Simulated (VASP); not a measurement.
# Au (Pm-3m) in VASP: further runs

Runs on Au. Level: LDA. Tasks: single point.

All numbers are computed with VASP 6.6.1; they aren't measurements. Logs are shortened: lines on timing, memory, paths and dates and some standing lists are left out, and cuts for length are marked.

## (1) The cell of the first run

Symmetry: Pm-3m, No. 221, cubic system. Conventional cell: a = 2.659 Å, b = 2.659 Å, c = 2.659 Å, α = 90.00°, β = 90.00°, γ = 90.00°. Au (site symmetry m-3m) has 6 Au at 2.66 Å within 3.5 Å.

## (2) Single point, LDA, non-collinear spin, zero start, spin-orbit coupling

INCAR reads:

```
SYSTEM = Au
PREC     = Accurate       ! precision mode
ENCUT    = 520            ! plane-wave cutoff, eV
EDIFF    = 1E-6           ! SCF threshold, eV
ISMEAR   = -1             ! smearing method
SIGMA    = 0.05           ! smearing width, eV
LREAL    = .FALSE.        ! projectors in reciprocal space
LASPH    = .TRUE.         ! aspherical terms in the spheres
NELM     = 150            ! most SCF steps
ALGO     = Normal         ! electronic algorithm
ISIF     = 2              ! what is computed and relaxed
LWAVE    = .FALSE.        ! write WAVECAR
LCHARG   = .TRUE.         ! write CHGCAR
MAGMOM   = 0 0 0          ! initial moments
LORBIT   = 11             ! projections on sites
LSORBIT  = .TRUE.         ! spin-orbit coupling
GGA_COMPAT= .FALSE.      
LORBMOM  = .TRUE.       
LMAXMIX  = 4              ! l up to which the mixer works
GGA      = CA             ! functional
LVHAR    = .TRUE.       
NBANDS   = 22             ! bands
```

KPOINTS reads:

```
Automatic mesh
0
G
  16 16 16
  0 0 0
```

POSCAR reads:

```
Au
1.0
    2.6594902787      0.0000000000      0.0000000000
    0.0000000000      2.6594902787      0.0000000000
    0.0000000000      0.0000000000      2.6594902787
Au
1
Direct
    0.0000000000      0.0000000000      0.0000000000
```

Potentials or basis: VASP PAW LDA potentials, release 64 (Au).

On the command line:

```
$ cat potpaw_LDA.64/Au/POTCAR > POTCAR
$ mpirun -np 1 vasp_ncl > vasp.out
```

OUTCAR:

```text
SYSTEM = Au
   PREC = Accurate
   ENCUT = 520
   EDIFF = 1E-6
   ISMEAR = -1
   LREAL = .FALSE.
   LASPH = .TRUE.
   NELM = 150
   ISIF = 2
   LORBIT = 11
   LSORBIT = .TRUE.
   GGA = CA

 ion  position               nearest neighbor table
   1  0.000  0.000  0.000-

  LATTYP: Found a simple cubic cell.
 ALAT       =     2.6594902787

  Lattice vectors:

 A1 = (   2.6594902787,   0.0000000000,   0.0000000000)
 A2 = (   0.0000000000,   2.6594902787,   0.0000000000)
 A3 = (   0.0000000000,   0.0000000000,   2.6594902787)

Analysis of symmetry for initial positions (statically):
=====================================================================
 Subroutine PRICEL returns:
 Original cell was already a primitive cell.

 Routine SETGRP: Setting up the symmetry group for a
 simple cubic supercell.

 Subroutine GETGRP returns: Found 48 space group operations
 (whereof 48 operations were pure point group operations)
 out of a pool of 48 trial point group operations.

The static configuration has the point symmetry O_h .

Analysis of symmetry for dynamics (positions and initial velocities):
=====================================================================
 Subroutine PRICEL returns:
 Original cell was already a primitive cell.

 Routine SETGRP: Setting up the symmetry group for a
 simple cubic supercell.

 Subroutine GETGRP returns: Found 48 space group operations
 (whereof 48 operations were pure point group operations)
 out of a pool of 48 trial point group operations.

The dynamic configuration has the point symmetry O_h .

Analysis of structural, dynamic, and magnetic symmetry:
=====================================================================
 Subroutine PRICEL returns:
 Original cell was already a primitive cell.

 Routine SETGRP: Setting up the symmetry group for a
 simple cubic supercell.

 Subroutine GETGRP returns: Found 48 space group operations
 (whereof 48 operations were pure point group operations)
 out of a pool of 48 trial point group operations.

The overall configuration has the point symmetry O_h .

 Subroutine INISYM returns: Found 48 space group operations
 (whereof 48 operations are pure point group operations),
 and found     1 'primitive' translations

[... 142 lines left out ...]

  energy without entropy =       -4.46351267  energy(sigma->0) =       -4.46502559

 E-fermi :   7.3651     XC(G=0): -12.2948

 val. band max:        7.3031029120   @ k =   0.5000   0.4375   0.4375
 cond. band min:       7.3669762460   @ k =   0.4375   0.1250   0.1250
 fundamental gap:      0.0638733341
 Fermi energy:         7.3651433989

 k-point     1 :       0.0000    0.0000    0.0000
  band No.  band energies     occupation
      1      -1.2349      1.00000
      2      -1.2349      1.00000
      3       0.8959      1.00000
      4       0.8959      1.00000
      5       0.8959      1.00000
      6       0.8959      1.00000
[... 589 lines left out ...]
     21      28.3235      0.00000
     22      28.3235      0.00000

 [... further k-points ...]
[... 5 lines left out ...]
  --------------------------------------------------------------------------------------
  -------------------------------------------------------------------------------------
  Total        0.0904562      0.0904562      0.0904562     -0.0000000      0.0000000     -0.0000000
  in kB        7.7046654      7.7046654      7.7046654     -0.0000000      0.0000000     -0.0000000
  external PRESSURE =       7.7046654 kB  Pullay stress =       0.0000000 kB

 VOLUME and BASIS-vectors are now :
 -----------------------------------------------------------------------------
  energy-cutoff  :      520.00
  volume of cell :       18.81
      direct lattice vectors                 reciprocal lattice vectors
     2.659490279  0.000000000  0.000000000     0.376011903  0.000000000  0.000000000
     0.000000000  2.659490279  0.000000000     0.000000000  0.376011903  0.000000000
     0.000000000  0.000000000  2.659490279     0.000000000  0.000000000  0.376011903

 POSITION                                       TOTAL-FORCE (eV/Angst)
 -----------------------------------------------------------------------------------
      0.00000      0.00000      0.00000         0.000000      0.000000      0.000000
 -----------------------------------------------------------------------------------
    total drift:                                0.000000      0.000000      0.000000

  FREE ENERGIE OF THE ION-ELECTRON SYSTEM (eV)
  ---------------------------------------------------
  free  energy   TOTEN  =        -4.4665385017 eV

  energy  without entropy=       -4.4635126704  energy(sigma->0) =       -4.46502559

 orbital moment (x)

 # of ion     p       d       tot
 ----------------------------------------
  1         0.000  -0.000  -0.000
 ----------------------------------------
            0.000  -0.000  -0.000

 orbital moment (y)

 # of ion     p       d       tot
 ----------------------------------------
  1         0.000   0.000   0.000
 ----------------------------------------
            0.000   0.000   0.000

 orbital moment (z)

 # of ion     p       d       tot
 ----------------------------------------
  1         0.000   0.000   0.000
 ----------------------------------------
            0.000   0.000   0.000

 Spin-Orbit-Coupling matrix elements

 Ion:    1  E_soc:     -0.6039949
 l=   1
     0.0000000    -0.0300075    -0.0300075
    -0.0300075     0.0000000    -0.0300075
    -0.0300075    -0.0300075     0.0000000
 l=   2
     0.0000000    -0.0107047     0.0000000    -0.0107047    -0.0599536
    -0.0107047     0.0000000    -0.0449652    -0.0107047    -0.0149884
     0.0000000    -0.0449652     0.0000000    -0.0449652     0.0000000
    -0.0107047    -0.0107047    -0.0449652     0.0000000    -0.0149884
    -0.0599536    -0.0149884     0.0000000    -0.0149884     0.0000000
 l=   3
     0.0000000     0.0000000     0.0000000     0.0000000     0.0000000     0.0000000     0.0000000
     0.0000000     0.0000000     0.0000000     0.0000000     0.0000000     0.0000000     0.0000000
     0.0000000     0.0000000     0.0000000     0.0000000     0.0000000     0.0000000     0.0000000
     0.0000000     0.0000000     0.0000000     0.0000000     0.0000000     0.0000000     0.0000000
     0.0000000     0.0000000     0.0000000     0.0000000     0.0000000     0.0000000     0.0000000
     0.0000000     0.0000000     0.0000000     0.0000000     0.0000000     0.0000000     0.0000000
     0.0000000     0.0000000     0.0000000     0.0000000     0.0000000     0.0000000     0.0000000

 total charge

# of ion       s       p       d       tot
------------------------------------------
    1        0.634   0.362   8.729   9.724

 magnetization (x)

# of ion       s       p       d       tot
------------------------------------------
    1       -0.000  -0.000   0.000  -0.000

 magnetization (y)

# of ion       s       p       d       tot
------------------------------------------
    1       -0.000   0.000   0.000   0.000

 magnetization (z)

# of ion       s       p       d       tot
------------------------------------------
    1        0.000  -0.000  -0.000  -0.000
```

OSZICAR:

```text
N       E                     dE             d eps       ncg     rms          rms(c)
DAV:   1     0.623863310012E+02    0.62386E+02   -0.55132E+03  7380   0.946E+02
DAV:   2    -0.350161364234E+01   -0.65888E+02   -0.61722E+02  8364   0.230E+02
DAV:   3    -0.485908412693E+01   -0.13575E+01   -0.13515E+01  8634   0.326E+01
DAV:   4    -0.486652990469E+01   -0.74458E-02   -0.74452E-02  8136   0.258E+00
DAV:   5    -0.486661610391E+01   -0.86199E-04   -0.86199E-04  8370   0.292E-01    0.990E+00
DAV:   6    -0.448807349203E+01    0.37854E+00   -0.70194E-01  7740   0.925E+00    0.656E+00
DAV:   7    -0.447113953529E+01    0.16934E-01   -0.20452E-02  8376   0.152E+00    0.348E+00
DAV:   8    -0.446658794072E+01    0.45516E-02   -0.12481E-03  8100   0.342E-01    0.106E+00
DAV:   9    -0.446653341118E+01    0.54530E-04   -0.18685E-05  8552   0.391E-02    0.576E-02
DAV:  10    -0.446653756039E+01   -0.41492E-05   -0.12021E-06  6262   0.124E-02    0.173E-02
DAV:  11    -0.446653850173E+01   -0.94134E-06   -0.44761E-07  6356   0.653E-03
   1 F= -.44665385E+01 E0= -.44650256E+01  d E =-.302583E-02  mag=    -0.0000     0.0000     0.0000
```

stdout:

```text
POSCAR found type information on POSCAR Au
 POSCAR found :  1 types and       1 ions
 scaLAPACK will be used
 LDA part: xc-table for (Slater(with rela. corr.)+CA(PZ))
 , standard interpolation
 POSCAR, INCAR and KPOINTS ok, starting setup
 FFT: planning ... GRIDC
 FFT: planning ... GRID_SOFT
 FFT: planning ... GRID
 WAVECAR not read
 entering main loop
```

Run time: 37 s. Hardware: 1 thread of Intel Xeon 6975P-C (Granite Rapids), shared host; peak memory 0.21 GiB.

What came out:

* Free energy: -4.4665 eV
* Pressure: 0.8 GPa
* Net moment: 0.00 μB per cell
* Valence electrons inside the program's atomic spheres: Au 9.72

Moments on the atoms (μB; x, y, z):
```
Au  0.00 0.00 0.00
```

## (3) Single point, LDA, non-collinear spin, zero start, spin-orbit coupling

INCAR reads:

```
SYSTEM = Au
  PREC = Accurate
  ENCUT = 520
  EDIFF = 1E-6
  ISMEAR = -1
  SIGMA = 0.05
  LREAL = .FALSE.
  LASPH = .TRUE.
  NELM = 150
  ALGO = Normal
  ISIF = 2
  LWAVE = .FALSE.
  LCHARG = .TRUE.
  LNONCOLLINEAR = .TRUE.
  MAGMOM = 0 0 0
  LORBIT = 11
  LSORBIT = .TRUE.
  GGA_COMPAT = .FALSE.
  LORBMOM = .TRUE.
  LMAXMIX = 4
  LVHAR = .TRUE.
  NBANDS = 22
```

KPOINTS reads:

```
regular mesh
0
G
  16 16 16
  0 0 0
```

POSCAR is that of step 2.

Potentials or basis: VASP PAW LDA potentials, release 64 (Au).

On the command line:

```
$ cat potpaw_LDA.64/Au/POTCAR > POTCAR
$ mpirun -np 1 vasp_ncl > vasp.out
```

Wall time 35 s (1 thread of Intel Xeon 6975P-C (Granite Rapids), shared host); peak memory 0.21 GiB.

It converged, with:

| Quantity | Value |
| --- | --- |
| Free energy | -4.4665 eV |
| Pressure | 0.8 GPa |
| Net moment | 0.00 μB per cell |
| Valence electrons inside the program's atomic spheres | Au 9.72 |

Moments on the atoms (μB; x, y, z):
```
Au  0.00 0.00 0.00
```
